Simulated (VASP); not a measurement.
CdS:

```xyz
2
Lattice="0.0000 2.9430 2.9430 2.9430 0.0000 2.9430 2.9430 2.9430 0.0000" Properties=species:S:1:pos:R:3 pbc="T T T"
Cd    0.0000    0.0000    0.0000
S     4.4144    4.4144    4.4144
```

* Program: VASP 6.6.1
* Task: relaxation of cell and atoms
* Functional: RPBE
* Potentials or basis: VASP PAW PBE potentials, release 64 (Cd, S)
* Cutoff: 600 eV
* k mesh: 8 × 8 × 8
* Occupations: gaussian, width 0.02 eV
* Spin: no spin polarisation

At the start: pressure 3.6 GPa; volume 25.49 Å³/atom.

Problem. Where does the relaxation end?

Solution. Over 5 steps the energy falls by 18.2 meV/atom and the volume is 27.22 Å³/atom (+6.8 %); space group F-43m (No. 216, to 0.1 Å) before and after.

Step by step:
| step | energy change (eV) | largest force (eV/Å) | pressure (GPa) | volume (Å³) |
| --- | --- | --- | --- | --- |
| 1 | 0.0000 | 0.0000 | 3.59 | 50.98 |
| 2 | -0.0344 | 0.0000 | -0.72 | 55.31 |
| 3 | -0.0364 | 0.0000 | 0.02 | 54.43 |
| 4 | -0.0364 | 0.0000 | -0.05 | 54.50 |
| 5 | -0.0364 | 0.0000 | 0.01 | 54.43 |

Final structure:
```
Cd S
1.0
     0.00000    3.00798    3.00798
     3.00798    0.00000    3.00798
     3.00798    3.00798    0.00000
Cd S
1 1
Direct
  0.00000 0.00000 0.00000
  0.75000 0.75000 0.75000
```

Caveat: the PAW data sets were made with another functional, which shifts forces and pressure a little.
